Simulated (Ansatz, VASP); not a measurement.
**Two plane-wave programs on Mo**

```xyz
1
Lattice="-1.5658 1.5658 1.5658 1.5658 -1.5658 1.5658 1.5658 1.5658 -1.5658" Properties=species:S:1:pos:R:3 pbc="T T T"
Mo    0.0000    0.0000    0.0000
```

Alike in both runs: functional PBEsol; k mesh 14 × 14 × 14; occupations fermi-dirac, width 0.1 eV; no spin polarisation.

Ansatz relaxed the structure, and its values are those at the end. VASP's run is a single point on that final structure, the one shown.

|  | VASP | Ansatz |
| --- | --- | --- |
| version | VASP 6.6.1 | Ansatz 0.2.0 |
| potentials or method | VASP PAW PBE potentials, release 64 (Mo_sv), cutoff 520 eV | plane waves (420 eV) with PAW, scalar-relativistic |
| valence electrons in the cell | 14 | 14 |

VASP gave:

* pressure (GPa): 0.6

What did Ansatz give for the same quantities?

Pressure (GPa): 0.0.

VASP's potentials were made for PBE, not for PBEsol, and Ansatz warns of the same on its side.
